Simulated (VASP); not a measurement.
# C28O (a cell with a defect) in VASP: single point with PBE

Aim: the single point of C28O (a cell with a defect) with PBE.

Program: VASP 6.6.1. These are calculated values, not measurements. Logs are shortened: lines on timing, memory, paths and dates and some standing lists are left out, and cuts for length are marked.

## Step 1: The cell of the first run

The cell holds a defect, 29 atoms: a = 6.526 Å, b = 6.526 Å, c = 8.465 Å, α = 90.00°, β = 90.00°, γ = 120.00°.

## Step 2: Single point, PBE (with an interstitial atom, then relaxed in part)

File INCAR:

```
SYSTEM = C28O
ALGO = Normal ; EDIFF = 1E-6
ENCUT = 520 ; GGA = PE
ISIF = 2 ; ISMEAR = 0
LASPH = .True. ; LCHARG = .False.
LREAL = Auto ; LWAVE = .False.
NBANDS = 79 ; NELM = 60
PREC = Accurate ; SIGMA = 0.1
```

File KPOINTS:

```
k-points
0
Gamma
  4 4 3
  0 0 0
```

File POSCAR:

```
C28O
1.0
    6.1663319712      2.1360800542      0.0000000000
   -1.2332663942     -6.4082401623      0.0000000000
    0.0000000000      0.0000000000     -8.4654495156
C O
28 1
Direct
    0.1474854393      0.7177540985      0.7648362528
    0.5730776450      0.8663974443      0.7682451640
    0.2890722741      0.4361636208      0.7747044852
    0.0023640536      0.0135054709      0.7367465167
    0.7101000059      0.5738579369      0.7670228473
    0.4281202774      0.1500270471      0.7709004508
    0.8569249137      0.2926457338      0.7718592851
    0.1401447235      0.6990162289      0.2270519634
    0.5687585167      0.8417656885      0.2269915480
    0.2829573383      0.4131862941      0.2273162280
   -0.0027444513     -0.0153860168      0.2256322145
    0.7115656451      0.5561381053      0.2270595427
    0.4257688216      0.1274565732      0.2270620169
    0.8544072019      0.2703512925      0.2273688300
    0.0978131226      0.4841616228      0.7718479492
    0.5265950273      0.6267815193      0.7708789766
    0.2446444292      0.2029347960      0.7669922070
    0.9523853492      0.7632758843      0.7369192153
    0.6656619955      0.3406360312      0.7747114582
    0.3816651892      0.9104246940      0.7682131364
    0.8072727306      0.0590507458      0.7648207595
    0.3306056449      0.6513218068      0.2274024513
    0.7592105419      0.7941984597      0.2262033600
    0.4734652718      0.3655976814      0.2273172067
    0.1877003718      0.9370392908      0.2262013830
    0.9020434814      0.5084995585      0.2273870282
    0.6162818147      0.0798505857      0.2272972268
    0.0448561350      0.2226441022      0.2267001734
    0.9773174077      0.8880963798      0.5883348751
```

Potentials or basis: VASP PAW PBE potentials, release 64 (C, O).

On the command line:

```sh
> cat potpaw_PBE.64/C/POTCAR potpaw_PBE.64/O/POTCAR > POTCAR
> mpirun -np 1 vasp_std > vasp.out
```

OUTCAR:

```text
SYSTEM = C28O
   EDIFF = 1E-6
   ENCUT = 520
   GGA = PE
   ISIF = 2
   ISMEAR = 0
   LASPH = .True.
   LREAL = Auto
   NELM = 60
   PREC = Accurate

 ion  position               nearest neighbor table
   1  0.147  0.718  0.765-  15 1.39  20 1.41  18 1.46
   2  0.573  0.866  0.768-  21 1.41  20 1.41  16 1.44
   3  0.289  0.436  0.775-  17 1.40  16 1.42  15 1.43
   4  0.002  0.014  0.737-  17 1.46  29 1.46  21 1.46  18 1.50
   5  0.710  0.574  0.767-  19 1.40  16 1.40  18 1.46
   6  0.428  0.150  0.771-  17 1.40  19 1.42  20 1.44
   7  0.857  0.293  0.772-  21 1.39  19 1.43  15 1.44
   8  0.140  0.699  0.227-  25 1.42  26 1.42  22 1.42
   9  0.569  0.842  0.227-  23 1.42  27 1.42  22 1.42
  10  0.283  0.413  0.227-  24 1.42  28 1.42  22 1.42
  11  0.997  0.985  0.226-  25 1.42  28 1.42  23 1.42
  12  0.712  0.556  0.227-  23 1.42  26 1.42  24 1.42
  13  0.426  0.127  0.227-  25 1.42  24 1.42  27 1.42
  14  0.854  0.270  0.227-  27 1.42  28 1.42  26 1.42
  15  0.098  0.484  0.772-   1 1.39   3 1.43   7 1.44
  16  0.527  0.627  0.771-   5 1.40   3 1.42   2 1.44
  17  0.245  0.203  0.767-   3 1.40   6 1.40   4 1.46
  18  0.952  0.763  0.737-   5 1.46  29 1.46   1 1.46   4 1.50
  19  0.666  0.341  0.775-   5 1.40   6 1.42   7 1.43
  20  0.382  0.910  0.768-   1 1.41   2 1.41   6 1.44
  21  0.807  0.059  0.765-   7 1.39   2 1.41   4 1.46
  22  0.331  0.651  0.227-   9 1.42  10 1.42   8 1.42
  23  0.759  0.794  0.226-   9 1.42  11 1.42  12 1.42
  24  0.473  0.366  0.227-  10 1.42  13 1.42  12 1.42
  25  0.188  0.937  0.226-  11 1.42   8 1.42  13 1.42
  26  0.902  0.508  0.227-  12 1.42   8 1.42  14 1.42
  27  0.616  0.080  0.227-   9 1.42  14 1.42  13 1.42
  28  0.045  0.223  0.227-  11 1.42  10 1.42  14 1.42
  29  0.977  0.888  0.588-  18 1.46   4 1.46

  LATTYP: Found a hexagonal cell.
 ALAT       =     6.5258323589
 C/A-ratio  =     1.2972214194

  Lattice vectors:

 A1 = (   6.1663319712,   2.1360800542,   0.0000000000)
 A2 = (  -1.2332663942,  -6.4082401623,   0.0000000000)
 A3 = (   0.0000000000,   0.0000000000,  -8.4654495156)

Analysis of symmetry for initial positions (statically):
=====================================================================
 Subroutine PRICEL returns:
 Original cell was already a primitive cell.

 Routine SETGRP: Setting up the symmetry group for a
 hexagonal supercell.

 Subroutine GETGRP returns: Found  1 space group operations
 (whereof  1 operations were pure point group operations)
 out of a pool of 24 trial point group operations.

The static configuration has the point symmetry C_1 .

Analysis of symmetry for dynamics (positions and initial velocities):
=====================================================================
 Subroutine PRICEL returns:
 Original cell was already a primitive cell.

 Routine SETGRP: Setting up the symmetry group for a
 hexagonal supercell.

 Subroutine GETGRP returns: Found  1 space group operations
 (whereof  1 operations were pure point group operations)
 out of a pool of 24 trial point group operations.

The dynamic configuration has the point symmetry C_1 .

 Subroutine INISYM returns: Found  1 space group operations
 (whereof  1 operations are pure point group operations),
 and found     1 'primitive' translations

----------------------------------------------------------------------------------------

                                     Primitive cell

  volume of cell :     312.2141

  direct lattice vectors                    reciprocal lattice vectors
     6.166331971  2.136080054  0.000000000     0.173754604 -0.033439089  0.000000000
    -1.233266394 -6.408240162  0.000000000     0.057918201 -0.167195446  0.000000000
     0.000000000  0.000000000 -8.465449516     0.000000000  0.000000000 -0.118127218

  length of vectors
     6.525832359  6.525832359  8.465449516     0.176943028  0.176943028  0.118127218

  position of ions in fractional coordinates (direct lattice)
     0.147485439  0.717754099  0.764836253
     0.573077645  0.866397444  0.768245164
     0.289072274  0.436163621  0.774704485
     0.002364054  0.013505471  0.736746517
     0.710100006  0.573857937  0.767022847
     0.428120277  0.150027047  0.770900451
[... 21 lines left out ...]
     0.044856135  0.222644102  0.226700173
     0.977317408  0.888096380  0.588334875

  ion indices of the primitive-cell ions
   primitive index   ion index
                 1           1
                 2           2
                 3           3
                 4           4
                 5           5
                 6           6
[... 21 lines left out ...]
                28          28
                29          29

----------------------------------------------------------------------------------------

 KPOINTS: k-points

Automatic generation of k-mesh.
 Grid dimensions read from file:
 generate k-points for:    4    4    3

 Generating k-lattice:

  Cartesian coordinates                     Fractional coordinates (reciprocal lattice)
     0.043438651 -0.008359772  0.000000000     0.250000000  0.000000000  0.000000000
     0.014479550 -0.041798861  0.000000000    -0.000000000  0.250000000  0.000000000
     0.000000000  0.000000000 -0.039375739     0.000000000  0.000000000  0.333333333

  Length of vectors
     0.044235757  0.044235757  0.039375739

  Shift w.r.t. Gamma in fractional coordinates (k-lattice)
     0.000000000  0.000000000  0.000000000

 Subroutine IBZKPT returns following result:
 ===========================================

 Found     26 irreducible k-points:

 Following reciprocal coordinates:
            Coordinates               Weight
  0.000000  0.000000  0.000000      1.000000
  0.250000  0.000000  0.000000      2.000000
  0.000000  0.250000  0.000000      2.000000
 -0.250000  0.250000  0.000000      2.000000
  0.500000  0.000000  0.000000      1.000000
  0.000000  0.500000  0.000000      1.000000
[... 16 lines left out ...]
  0.500000  0.250000  0.333333      2.000000
 -0.250000 -0.250000  0.333333      2.000000
 [... further k-points ...]
   k-points           NKPTS =     26   k-points in BZ     NKDIM =     26   number of bands    NBANDS=     79
   number of dos      NEDOS =    301   number of ions     NIONS =     29
   total plane-waves  NPLWV = 160000
   dimension x,y,z NGX =    50 NGY =   50 NGZ =   64
   dimension x,y,z NGXF=   100 NGYF=  100 NGZF=  128
   ions per type =              28   1
   NGX,Y,Z   is equivalent  to a cutoff of  12.74, 12.74, 12.57 a.u.
   NGXF,Y,Z  is equivalent  to a cutoff of  25.48, 25.48, 25.14 a.u.
 SYSTEM =  C28O
   PREC   = accura    normal or accurate (medium, high low for compatibility)
   ISTART =      0    job   : 0-new  1-cont  2-samecut
   ICHARG =      2    charge: 1-file 2-atom 10-const
   ISPIN  =      1    spin polarized calculation?
   LNONCOLLINEAR =      F non collinear calculations
   LSORBIT =      F    spin-orbit coupling
   LASPH  =      T    aspherical Exc in radial PAW
   ENCUT  =  520.0 eV  38.22 Ry    6.18 a.u.  12.13 12.13 15.74*2*pi/ulx,y,z
   NELM   =     60;   NELMIN=  2; NELMDL= -5     # of ELM steps
   EDIFF  = 0.1E-05   stopping-criterion for ELM
   LREAL  =      T    real-space projection
   EDIFFG = 0.1E-04   stopping-criterion for IOM
   NSW    =      0    number of steps for IOM
   IBRION =     -1    ionic relax: 0-MD 1-quasi-New 2-CG
   NFREE  =      0    steps in history (QN), initial steepest desc. (CG)
   ISIF   =      2    stress and relaxation
   ISYM   =      2    0-nonsym 1-usesym 2-fastsym
   POTIM  = 0.5000    time-step for ionic-motion
   TEBEG  =    0.0;   TEEND  =   0.0 temperature during run
   PSTRESS=    0.0 pullay stress
   NELECT =     118.0000    total number of electrons
   NUPDOWN=      -1.0000    fix difference up-down
   EMIN   =  10.00;   EMAX   =-10.00  energy-range for DOS
   EFERMI =   0.00;   METHOD = LEGACY
   ISMEAR =     0;   SIGMA  =   0.10  broadening in eV -4-tet -1-fermi 0-gaus
   EFERMI_NEDOS =   21; number of points for ismear=-14 and -15
   IALGO  =     38    algorithm
   IMIX   =      4    mixing-type and parameters
     AMIX     =   0.40;   BMIX     =  1.00
     AMIX_MAG =   1.60;   BMIX_MAG =  1.00
  volume/ion in A,a.u.               =      10.77        72.65
  Fermi-wavevector in a.u.,A,eV,Ry     =   1.183636  2.236747 19.061669  1.400993
  Thomas-Fermi vector in A             =   2.319866
   LORBIT       =      0    0 simple, 1 ext, 2 COOP (PROOUT), +10 PAW based schemes
   GGA     = PE    functional components
   LHFCALC =     F    Hartree Fock is set to
   AEXX    =    0.0000 exact exchange contribution
   IVDW    =     0    specifies the selected vdW correction
   LEPSILON=     F    determine dielectric tensor
   LRPA    =     F    only Hartree local field effects (RPA)
 non-spin polarized calculation
 Gauss-broadening in eV      SIGMA  =   0.10
  energy-cutoff  :      520.00
  volume of cell :      312.21
 maximum number of plane-waves:      8422
 NGX is ok and might be reduce to    50
   NGX = 25   NGY = 25   NGZ = 31

 number of electron     117.9999997 magnetization

 Free energy of the ion-electron system (eV)
  ---------------------------------------------------
  ext. energy  EPLUGINS =         0.00000000
  ---------------------------------------------------
  free energy    TOTEN  =      -262.34435475 eV

  energy without entropy =     -262.34007729  energy(sigma->0) =     -262.34221602

 E-fermi :   2.6253     XC(G=0):  -8.9560

 val. band max:        2.5561963195   @ k =   0.0000   0.5000   0.0000
 cond. band min:       2.6908696322   @ k =   0.0000   0.5000   0.3333
 fundamental gap:      0.1346733127
 Fermi energy:         2.6252734065

 k-point     1 :       0.0000    0.0000    0.0000
  band No.  band energies     occupation
      1     -20.3628      2.00000
      2     -16.3512      2.00000
      3     -16.2987      2.00000
      4     -13.5929      2.00000
      5     -13.5738      2.00000
      6     -13.4844      2.00000
[... 63 lines left out ...]
     70       7.1872      0.00000
     71       7.2086      0.00000
[... 1700 lines left out ...]
     70       8.6951      0.00000
     71       9.1337      0.00000

 [... further k-points ...]

 [bands above 71 left out]

------------------------ aborting loop because EDIFF is reached ----------------------------------------

  FORCE on cell =-STRESS in cart. coord.  units (eV):
  Direction    XX          YY          ZZ          XY          YZ          ZX
  --------------------------------------------------------------------------------------
  -------------------------------------------------------------------------------------
  Total        5.9785114      4.5586914      1.1773696     -0.4300181     -0.0010825      0.0007862
  in kB       30.6797039     23.3936667      6.0418637     -2.2067080     -0.0055550      0.0040347
  external PRESSURE =      20.0384115 kB  Pullay stress =       0.0000000 kB

 VOLUME and BASIS-vectors are now :
 -----------------------------------------------------------------------------
  energy-cutoff  :      520.00
  volume of cell :      312.21
      direct lattice vectors                 reciprocal lattice vectors
     6.166331971  2.136080054  0.000000000     0.173754604 -0.033439089  0.000000000
    -1.233266394 -6.408240162  0.000000000     0.057918201 -0.167195446  0.000000000
     0.000000000  0.000000000 -8.465449516     0.000000000  0.000000000 -0.118127218

 POSITION                                       TOTAL-FORCE (eV/Angst)
 -----------------------------------------------------------------------------------
      0.02426     -4.28450     -6.47468        -0.004606     -0.001160     -0.009833
      2.46529     -4.32794     -6.50354        -0.004888      0.010480     -0.000959
      1.24461     -2.17756     -6.55822        -0.001563     -0.006859      0.005280
     -0.00208     -0.08150     -6.23689        -0.000649     -0.120449     -0.150863
      3.67099     -2.16059     -6.49319         0.011741     -0.005222     -0.017216
      2.45491     -0.04691     -6.52602         0.000938      0.010777     -0.002366
[... 21 lines left out ...]
      0.00202     -1.33094     -1.91912        -0.004737      0.003459     -0.002705
      4.93120     -3.60351     -4.98052        -0.000072     -0.010397      0.328824
 -----------------------------------------------------------------------------------
    total drift:                               -0.016638     -0.004966     -0.012606

  FREE ENERGIE OF THE ION-ELECTRON SYSTEM (eV)
  ---------------------------------------------------
  free  energy   TOTEN  =      -262.3443547495 eV

  energy  without entropy=     -262.3400772894  energy(sigma->0) =     -262.34221602
```

It took 39 min on 1 thread of Intel Xeon 8259CL, shared host; peak memory 0.63 GiB.

Results:

```
Free energy            : -262.3444 eV
Pressure               : 2.0 GPa
Largest force          : 0.329 eV/Å
Band gap on the k mesh : 0.13 eV
```

Forces in eV/Å, atoms in the order of the input:
```
C   -0.005 -0.001 -0.010
C   -0.005  0.010 -0.001
C   -0.002 -0.007  0.005
C   -0.001 -0.120 -0.151
C    0.012 -0.005 -0.017
C    0.001  0.011 -0.002
C    0.008 -0.006 -0.002
C   -0.002 -0.003  0.003
C    0.003  0.004  0.004
C   -0.007  0.001  0.002
C    0.007  0.002 -0.004
C    0.000 -0.005  0.002
C    0.001  0.003  0.000
C    0.000 -0.008  0.000
C    0.000  0.010 -0.001
C    0.003 -0.002 -0.001
C   -0.018  0.007  0.000
C   -0.001  0.126 -0.146
C   -0.007  0.001 -0.002
C   -0.004 -0.008 -0.010
C    0.009 -0.002  0.002
C    0.000  0.001  0.004
C   -0.003 -0.003 -0.001
C    0.000 -0.004 -0.001
C    0.005  0.000 -0.004
C    0.000  0.004  0.002
C    0.011  0.002  0.002
C   -0.005  0.003 -0.003
O    0.000 -0.010  0.329
```

Levels at points of the mesh, in eV from the valence-band top:
```csv
k point,band 57,band 58,band 59,band 60,band 61,band 62
"(0.00, 0.00, 0.00)",-2.43,-2.04,-1.95,1.75,3.91,4.18
"(0.50, 0.00, 0.00)",-1.08,-0.97,-0.87,1.22,2.07,2.08
"(0.00, 0.50, 0.00)",-1.00,-0.96,0.00,0.15,1.84,2.08
"(0.50, 0.50, 0.00)",-1.10,-0.98,-0.91,1.11,1.79,2.07
```

Caveat: the cell differs from its parent crystal (with an interstitial atom, then relaxed in part).
